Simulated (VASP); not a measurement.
# CuNi3 (Cmmm) in VASP: notebook

CuNi3 is run at these levels: PBEsol; tasks: single point.

Program: VASP 6.6.1. These are calculated values, not measurements. Logs are shortened: lines on timing, memory, paths and dates and some standing lists are left out, and cuts for length are marked.

### 1 The cell of the first run

It takes space group Cmmm (No. 65, orthorhombic). The conventional cell has a = 2.790 Å, b = 3.974 Å, c = 7.935 Å, α = 90.00°, β = 90.00°, γ = 90.00°. Within 3.2 Å of Cu (site symmetry mmm) lie 6 Cu at 2.43 to 2.79 Å and 8 Ni at 2.46 to 2.83 Å. Ni (site symmetry mm2) has 10 Ni at 2.39 to 2.79 Å and 4 Cu at 2.46 to 2.83 Å within 3.2 Å. Ni (site symmetry mmm) has 14 Ni at 2.39 to 2.79 Å within 3.2 Å.

### 2 Single point, PBEsol, collinear spin, ferromagnetic start

INCAR reads:

```
PREC = Accurate
ENCUT = 520
EDIFF = 1E-7
ISMEAR = -1
SIGMA = 0.05
LREAL = False
LASPH = True
NELM = 150
ALGO = Normal
ISIF = 2
LWAVE = False
LCHARG = False
ISPIN = 2
MAGMOM = 0.6 1 1 1
LORBIT = 11
LMAXMIX = 4
GGA = PS
NBANDS = 32
```

KPOINTS reads:

```
regular mesh
0
Gamma
  12 12 4
```

POSCAR reads:

```
CuNi3
1.0
    1.3952120000     -1.9871540000      0.0000000000
    1.3952120000      1.9871540000      0.0000000000
    0.0000000000      0.0000000000      7.9348860000
Cu Ni
1 3
Direct
    0.0000000000      0.0000000000      0.0000000000
    0.5000000000      0.5000000000      0.2546860000
    0.0000000000      0.0000000000      0.5000000000
    0.5000000000      0.5000000000      0.7453140000
```

Potentials or basis: VASP PAW PBE potentials, release 64 (Cu, Ni).

On the command line:

```sh
> cat potpaw_PBE.64/Cu/POTCAR potpaw_PBE.64/Ni/POTCAR > POTCAR
> mpirun -np 1 vasp_std > vasp.out
```

OUTCAR:

```text
PREC = Accurate
   ENCUT = 520
   EDIFF = 1E-7
   ISMEAR = -1
   LREAL = False
   LASPH = True
   NELM = 150
   ISIF = 2
   ISPIN = 2
   LORBIT = 11
   GGA = PS

 ion  position               nearest neighbor table
   1  0.000  0.000  0.000-   2 2.46   4 2.46   2 2.46   4 2.46   2 2.83   4 2.83   2 2.83   4 2.83

   2  0.500  0.500  0.255-   3 2.39   3 2.39   1 2.46   1 2.46   3 2.78   3 2.78   1 2.83   1 2.83

   3  0.000  0.000  0.500-   2 2.39   4 2.39   2 2.39   4 2.39   2 2.78   4 2.78   2 2.78   4 2.78

   4  0.500  0.500  0.745-   3 2.39   3 2.39   1 2.46   1 2.46   3 2.78   3 2.78   1 2.83   1 2.83

  LATTYP: Found a base centered orthorhombic cell.
 ALAT       =     2.7904240000
 B/A-ratio  =     1.4242667064
 C/A-ratio  =     2.8436130136

  Lattice vectors:

 A1 = (   1.3952120000,  -1.9871540000,   0.0000000000)
 A2 = (   1.3952120000,   1.9871540000,   0.0000000000)
 A3 = (   0.0000000000,   0.0000000000,   7.9348860000)

Analysis of symmetry for initial positions (statically):
=====================================================================
 Subroutine PRICEL returns:
 Original cell was already a primitive cell.

 Routine SETGRP: Setting up the symmetry group for a
 base centered orthorhombic supercell.

 Subroutine GETGRP returns: Found  8 space group operations
 (whereof  8 operations were pure point group operations)
 out of a pool of  8 trial point group operations.

The static configuration has the point symmetry D_2h.

Analysis of symmetry for dynamics (positions and initial velocities):
=====================================================================
 Subroutine PRICEL returns:
 Original cell was already a primitive cell.

 Routine SETGRP: Setting up the symmetry group for a
 base centered orthorhombic supercell.

 Subroutine GETGRP returns: Found  8 space group operations
 (whereof  8 operations were pure point group operations)
 out of a pool of  8 trial point group operations.

The dynamic configuration has the point symmetry D_2h.

Analysis of structural, dynamic, and magnetic symmetry:
=====================================================================
 Subroutine PRICEL returns:
 Original cell was already a primitive cell.

 Routine SETGRP: Setting up the symmetry group for a
 base centered orthorhombic supercell.

 Subroutine GETGRP returns: Found  8 space group operations
 (whereof  8 operations were pure point group operations)
 out of a pool of  8 trial point group operations.

The overall configuration has the point symmetry D_2h.

 Subroutine INISYM returns: Found  8 space group operations
 (whereof  8 operations are pure point group operations),
 and found     1 'primitive' translations

----------------------------------------------------------------------------------------

                                     Primitive cell

  volume of cell :      43.9990

  direct lattice vectors                    reciprocal lattice vectors
     1.395212000 -1.987154000  0.000000000     0.358368477 -0.251616130  0.000000000
     1.395212000  1.987154000  0.000000000     0.358368477  0.251616130  0.000000000
     0.000000000  0.000000000  7.934886000     0.000000000  0.000000000  0.126025755

  length of vectors
     2.428043975  2.428043975  7.934886000     0.437879713  0.437879713  0.126025755

  position of ions in fractional coordinates (direct lattice)
     0.000000000  0.000000000  0.000000000
     0.500000000  0.500000000  0.254686000
     0.000000000  0.000000000  0.500000000
     0.500000000  0.500000000  0.745314000

  ion indices of the primitive-cell ions
   primitive index   ion index
                 1           1
                 2           2
                 3           3
                 4           4

----------------------------------------------------------------------------------------

 KPOINTS: regular mesh

Automatic generation of k-mesh.
 Grid dimensions read from file:
 generate k-points for:   12   12    4

 Generating k-lattice:

  Cartesian coordinates                     Fractional coordinates (reciprocal lattice)
     0.029864040 -0.020968011  0.000000000     0.083333333  0.000000000  0.000000000
     0.029864040  0.020968011  0.000000000     0.000000000  0.083333333  0.000000000
     0.000000000  0.000000000  0.031506439     0.000000000  0.000000000  0.250000000

  Length of vectors
     0.036489976  0.036489976  0.031506439

  Shift w.r.t. Gamma in fractional coordinates (k-lattice)
     0.000000000  0.000000000  0.000000000

 Subroutine IBZKPT returns following result:
 ===========================================

 Found    129 irreducible k-points:

 Following reciprocal coordinates:
            Coordinates               Weight
  0.000000  0.000000  0.000000      1.000000
  0.083333  0.000000  0.000000      4.000000
  0.166667  0.000000  0.000000      4.000000
  0.250000  0.000000  0.000000      4.000000
  0.333333  0.000000  0.000000      4.000000
  0.416667  0.000000  0.000000      4.000000
[... 16 lines left out ...]
  0.500000  0.166667  0.000000      4.000000
 -0.416667  0.166667  0.000000      4.000000
 [... further k-points ...]
   k-points           NKPTS =    129   k-points in BZ     NKDIM =    129   number of bands    NBANDS=     32
   number of dos      NEDOS =    301   number of ions     NIONS =      4
   total plane-waves  NPLWV =  19440
   dimension x,y,z NGX =    18 NGY =   18 NGZ =   60
   dimension x,y,z NGXF=    36 NGYF=   36 NGZF=  120
   ions per type =               1   3
   NGX,Y,Z   is equivalent  to a cutoff of  12.32, 12.32, 12.57 a.u.
   NGXF,Y,Z  is equivalent  to a cutoff of  24.65, 24.65, 25.14 a.u.
 SYSTEM =  unknown system
   PREC   = accura    normal or accurate (medium, high low for compatibility)
   ISTART =      0    job   : 0-new  1-cont  2-samecut
   ICHARG =      2    charge: 1-file 2-atom 10-const
   ISPIN  =      2    spin polarized calculation?
   LNONCOLLINEAR =      F non collinear calculations
   LSORBIT =      F    spin-orbit coupling
   LASPH  =      T    aspherical Exc in radial PAW
   ENCUT  =  520.0 eV  38.22 Ry    6.18 a.u.   4.51  4.51 14.75*2*pi/ulx,y,z
   NELM   =    150;   NELMIN=  2; NELMDL= -5     # of ELM steps
   EDIFF  = 0.1E-06   stopping-criterion for ELM
   LREAL  =      F    real-space projection
   EDIFFG = 0.1E-05   stopping-criterion for IOM
   NSW    =      0    number of steps for IOM
   IBRION =     -1    ionic relax: 0-MD 1-quasi-New 2-CG
   NFREE  =      0    steps in history (QN), initial steepest desc. (CG)
   ISIF   =      2    stress and relaxation
   ISYM   =      2    0-nonsym 1-usesym 2-fastsym
   POTIM  = 0.5000    time-step for ionic-motion
   TEBEG  =    0.0;   TEEND  =   0.0 temperature during run
   PSTRESS=    0.0 pullay stress
   NELECT =      41.0000    total number of electrons
   NUPDOWN=      -1.0000    fix difference up-down
   EMIN   =  10.00;   EMAX   =-10.00  energy-range for DOS
   EFERMI =   0.00;   METHOD = LEGACY
   ISMEAR =    -1;   SIGMA  =   0.05  broadening in eV -4-tet -1-fermi 0-gaus
   EFERMI_NEDOS =   21; number of points for ismear=-14 and -15
   IALGO  =     38    algorithm
   IMIX   =      4    mixing-type and parameters
     AMIX     =   0.40;   BMIX     =  1.00
     AMIX_MAG =   1.60;   BMIX_MAG =  1.00
  volume/ion in A,a.u.               =      11.00        74.23
  Fermi-wavevector in a.u.,A,eV,Ry     =   1.599025  3.021719 34.788487  2.556882
  Thomas-Fermi vector in A             =   2.696383
   LORBIT       =     11    0 simple, 1 ext, 2 COOP (PROOUT), +10 PAW based schemes
   GGA     = PS    functional components
   LHFCALC =     F    Hartree Fock is set to
   AEXX    =    0.0000 exact exchange contribution
   IVDW    =     0    specifies the selected vdW correction
   LEPSILON=     F    determine dielectric tensor
   LRPA    =     F    only Hartree local field effects (RPA)
 spin polarized calculation
  energy-cutoff  :      520.00
  volume of cell :       44.00
 maximum number of plane-waves:      1215
   NGX =  9   NGY =  9   NGZ = 29

 number of electron      41.0000009 magnetization       1.2769597

 Free energy of the ion-electron system (eV)
  ---------------------------------------------------
  ext. energy  EPLUGINS =         0.00000000
  ---------------------------------------------------
  free energy    TOTEN  =       -22.34112542 eV

  energy without entropy =      -22.29645109  energy(sigma->0) =      -22.31878826

 E-fermi :   8.6739     XC(G=0): -13.3526

 val. band max:        8.6727016421   @ k =  -0.3333   0.0833   0.2500
 cond. band min:       8.6746104307   @ k =   0.5000   0.0000   0.2500
 fundamental gap:      0.0019087886
 Fermi energy:         8.6738909508

 spin component 1

 k-point     1 :       0.0000    0.0000    0.0000
  band No.  band energies     occupation
      1      -0.3818      1.00000
      2       1.8468      1.00000
      3       2.1054      1.00000
      4       4.0059      1.00000
      5       5.1805      1.00000
      6       5.7563      1.00000
[... 829 lines left out ...]
     31      24.3006      0.00000
     32      24.6343      0.00000

 [... further k-points ...]

 spin component 2

 k-point     1 :       0.0000    0.0000    0.0000
  band No.  band energies     occupation
      1      -0.3864      1.00000
      2       1.8462      1.00000
      3       2.1201      1.00000
      4       4.1700      1.00000
      5       5.2194      1.00000
      6       5.9599      1.00000
[... 829 lines left out ...]
     31      24.3623      0.00000
     32      24.7119      0.00000

 [... further k-points ...]

------------------------ aborting loop because EDIFF is reached ----------------------------------------

  FORCE on cell =-STRESS in cart. coord.  units (eV):
  Direction    XX          YY          ZZ          XY          YZ          ZX
  --------------------------------------------------------------------------------------
  -------------------------------------------------------------------------------------
  Total       -1.8323219     -1.6764304     -1.4547861      0.0000000      0.0000000      0.0000000
  in kB      -66.7221361    -61.0455037    -52.9745545      0.0000000      0.0000000      0.0000000
  external PRESSURE =     -60.2473981 kB  Pullay stress =       0.0000000 kB

 VOLUME and BASIS-vectors are now :
 -----------------------------------------------------------------------------
  energy-cutoff  :      520.00
  volume of cell :       44.00
      direct lattice vectors                 reciprocal lattice vectors
     1.395212000 -1.987154000  0.000000000     0.358368477 -0.251616130  0.000000000
     1.395212000  1.987154000  0.000000000     0.358368477  0.251616130  0.000000000
     0.000000000  0.000000000  7.934886000     0.000000000  0.000000000  0.126025755

 POSITION                                       TOTAL-FORCE (eV/Angst)
 -----------------------------------------------------------------------------------
      0.00000      0.00000      0.00000         0.000000      0.000000     -0.000000
      1.39521      0.00000      2.02090         0.000000      0.000000      0.024188
      0.00000      0.00000      3.96744        -0.000000     -0.000000     -0.000000
      1.39521      0.00000      5.91398        -0.000000      0.000000     -0.024188
 -----------------------------------------------------------------------------------
    total drift:                                0.000000      0.000000      0.000000

  FREE ENERGIE OF THE ION-ELECTRON SYSTEM (eV)
  ---------------------------------------------------
  free  energy   TOTEN  =       -22.3411254190 eV

  energy  without entropy=      -22.2964510942  energy(sigma->0) =      -22.31878826

 total charge

# of ion       s       p       d       tot
------------------------------------------
    1        0.465   0.427   9.167  10.058
    2        0.488   0.476   8.346   9.310
    3        0.496   0.502   8.330   9.327
    4        0.488   0.476   8.346   9.310
--------------------------------------------------
tot          1.936   1.881  34.189  38.006

 magnetization (x)

# of ion       s       p       d       tot
------------------------------------------
    1       -0.002  -0.008   0.025   0.015
    2       -0.003  -0.010   0.401   0.388
    3       -0.004  -0.014   0.525   0.507
    4       -0.003  -0.010   0.401   0.388
--------------------------------------------------
tot         -0.012  -0.043   1.353   1.298
```

It took 12 min on 1 thread of Intel Xeon 8259CL, shared host; peak memory 0.34 GiB.

Results:

| Item | Value |
| --- | --- |
| Free energy | -22.3411 eV |
| Pressure | -6.0 GPa |
| Largest force | 0.024 eV/Å |
| Net moment | 1.28 μB per cell |
| Site moments | Cu +0.01; Ni +0.39, +0.51 (each value once) μB |
| Valence electrons inside the program's atomic spheres | Cu 10.06; Ni 9.31, 9.33 (each value once) |

Forces in eV/Å, atoms in the order of the input:
```
Cu   0.000  0.000  0.000
Ni   0.000  0.000  0.024
Ni   0.000  0.000  0.000
Ni   0.000  0.000 -0.024
```

Caveat: the cell stands under tension; the PAW data sets were made with another functional, which shifts forces and pressure a little.

### 3 Single point, PBEsol, collinear spin, ferromagnetic start (11.22 Å³/atom)

This run uses another cell than the first one, of 11.22 Å³/atom.

INCAR reads:

```
SYSTEM = CuNi3
PREC = Accurate ; ENCUT = 520
EDIFF = 1E-6 ; ISMEAR = -1
SIGMA = 0.05 ; LREAL = .FALSE.
LASPH = .TRUE. ; NELM = 150
ALGO = Normal ; ISIF = 2
LWAVE = .FALSE. ; LCHARG = .FALSE.
ISPIN = 2 ; MAGMOM = 0.6 1 1 1
LORBIT = 11 ; LMAXMIX = 4
GGA = PS ; NBANDS = 32
```

KPOINTS reads:

```
Automatic mesh
0
G
  12 12 4
  0 0 0
```

POSCAR reads:

```
CuNi3
1.0
    1.4044520839     -2.0003143438      0.0000000000
    1.4044520839      2.0003143438      0.0000000000
    0.0000000000      0.0000000000      7.9874364454
Cu Ni
1 3
Direct
    0.0000000000      0.0000000000      0.0000000000
    0.5000000000      0.5000000000      0.2546860000
    0.0000000000      0.0000000000      0.5000000000
    0.5000000000      0.5000000000      0.7453140000
```

Potentials or basis: VASP PAW PBE potentials, release 64 (Cu, Ni).

On the command line:

```sh
> cat potpaw_PBE.64/Cu/POTCAR potpaw_PBE.64/Ni/POTCAR > POTCAR
> mpirun -np 1 vasp_std > vasp.out
```

OUTCAR:

```text
SYSTEM = CuNi3
   PREC = Accurate
   ENCUT = 520
   EDIFF = 1E-6
   ISMEAR = -1
   LREAL = .FALSE.
   LASPH = .TRUE.
   NELM = 150
   ISIF = 2
   ISPIN = 2
   LORBIT = 11
   GGA = PS

 ion  position               nearest neighbor table
   1  0.000  0.000  0.000-   2 2.47   4 2.47   2 2.47   4 2.47   2 2.85   4 2.85   2 2.85   4 2.85

   2  0.500  0.500  0.255-   3 2.41   3 2.41   1 2.47   1 2.47   3 2.80   3 2.80   1 2.85   1 2.85

   3  0.000  0.000  0.500-   2 2.41   4 2.41   2 2.41   4 2.41   2 2.80   4 2.80   2 2.80   4 2.80

   4  0.500  0.500  0.745-   3 2.41   3 2.41   1 2.47   1 2.47   3 2.80   3 2.80   1 2.85   1 2.85

[... 1913 lines left out ...]
     1.404452084  2.000314344  0.000000000     0.356010722  0.249960713  0.000000000
     0.000000000  0.000000000  7.987436445     0.000000000  0.000000000  0.125196614

 POSITION                                       TOTAL-FORCE (eV/Angst)
 -----------------------------------------------------------------------------------
      0.00000      0.00000      0.00000        -0.000000      0.000000      0.000000
      1.40445      0.00000      2.03429         0.000000      0.000000      0.049527
      0.00000      0.00000      3.99372        -0.000000      0.000000      0.000000
      1.40445      0.00000      5.95315        -0.000000      0.000000     -0.049527
 -----------------------------------------------------------------------------------
    total drift:                                0.000000      0.000000      0.000000

  FREE ENERGIE OF THE ION-ELECTRON SYSTEM (eV)
  ---------------------------------------------------
  free  energy   TOTEN  =       -22.2990178867 eV

  energy  without entropy=      -22.2530477955  energy(sigma->0) =      -22.27603284

 total charge

# of ion       s       p       d       tot
------------------------------------------
    1        0.458   0.411   9.164  10.034
    2        0.480   0.460   8.337   9.277
    3        0.487   0.484   8.321   9.292
    4        0.480   0.460   8.337   9.277
--------------------------------------------------
tot          1.905   1.815  34.160  37.879

 magnetization (x)

# of ion       s       p       d       tot
------------------------------------------
    1       -0.002  -0.008   0.024   0.014
    2       -0.003  -0.010   0.420   0.406
    3       -0.004  -0.015   0.538   0.520
    4       -0.003  -0.010   0.420   0.406
--------------------------------------------------
tot         -0.012  -0.044   1.401   1.345
```

OSZICAR:

```text
N       E                     dE             d eps       ncg     rms          rms(c)
DAV:   1     0.268018276215E+03    0.26802E+03   -0.18043E+04 17472   0.196E+03
[... 12 lines left out ...]
DAV:  14    -0.222988802844E+02    0.32093E-04   -0.18532E-03 19440   0.647E-01    0.106E-01
DAV:  15    -0.222990307166E+02   -0.15043E-03   -0.27570E-04 29368   0.203E-01    0.108E-01
DAV:  16    -0.222990287438E+02    0.19727E-05   -0.68987E-05 23344   0.199E-01    0.572E-02
DAV:  17    -0.222990260976E+02    0.26462E-05   -0.12154E-05 23056   0.447E-02    0.427E-02
DAV:  18    -0.222990216144E+02    0.44832E-05   -0.46959E-06 13224   0.404E-02    0.281E-02
DAV:  19    -0.222990184368E+02    0.31776E-05   -0.58067E-06 13128   0.411E-02    0.117E-02
DAV:  20    -0.222990178867E+02    0.55012E-06   -0.19295E-06 10328   0.177E-02
   1 F= -.22299018E+02 E0= -.22276033E+02  d E =-.459701E-01  mag=     1.3204
```

It took 5.1 min on 1 thread of Intel Xeon 6975P-C (Granite Rapids), shared host; peak memory 0.36 GiB.

Results:

| Item | Value |
| --- | --- |
| Free energy | -22.2990 eV |
| Pressure | -9.3 GPa |
| Largest force | 0.050 eV/Å |
| Net moment | 1.32 μB per cell |
| Site moments | Cu +0.01; Ni +0.41, +0.52 (each value once) μB |
| Valence electrons inside the program's atomic spheres | Cu 10.03; Ni 9.28, 9.29 (each value once) |

Forces in eV/Å, atoms in the order of the input:
```
Cu   0.000  0.000  0.000
Ni   0.000  0.000  0.050
Ni   0.000  0.000  0.000
Ni   0.000  0.000 -0.050
```

Stress tensor (GPa, compression positive):
```
-9.91  0.00  0.00
 0.00 -9.36  0.00
 0.00  0.00 -8.63
```

Levels at points of the mesh, in eV from the Fermi level:
Spin up:
```tsv
k point	band 17	band 18	band 19	band 20	band 21	band 22	band 23	band 24	band 25	band 26
(0.00, 0.00, 0.00)	-0.98	-0.97	-0.82	-0.82	-0.65	-0.62	-0.11	0.10	5.89	15.02
(0.50, 0.00, 0.00)	-0.64	-0.52	-0.32	-0.02	0.01	0.21	1.36	1.75	5.79	6.09
(0.50, 0.50, 0.00)	-0.34	-0.20	-0.02	0.02	0.05	4.36	4.46	5.64	6.65	6.83
(0.00, 0.00, 0.50)	-0.96	-0.93	-0.87	-0.82	-0.70	-0.64	-0.63	-0.28	8.78	9.54
(0.50, 0.00, 0.50)	-0.78	-0.50	-0.49	-0.45	0.70	1.18	1.33	1.44	6.69	7.01
(0.50, 0.50, 0.50)	-0.57	-0.20	-0.02	0.02	1.79	1.83	5.63	6.35	7.12	7.57
```
Spin down:
```tsv
k point	band 18	band 19	band 20	band 21	band 22	band 23
(0.00, 0.00, 0.00)	-0.50	-0.42	-0.36	-0.28	-0.24	0.09
(0.50, 0.00, 0.00)	-0.10	0.00	0.12	0.20	0.49	1.67
(0.50, 0.50, 0.00)	0.19	0.41	0.51	0.59	4.46	4.54
(0.00, 0.00, 0.50)	-0.50	-0.44	-0.36	-0.27	-0.27	-0.25
(0.50, 0.00, 0.50)	-0.08	-0.02	-0.02	0.70	1.50	1.70
(0.50, 0.50, 0.50)	0.41	0.51	0.59	1.84	1.98	5.74
```

Caveat: the cell stands under tension; the PAW data sets were made with another functional, which shifts forces and pressure a little.
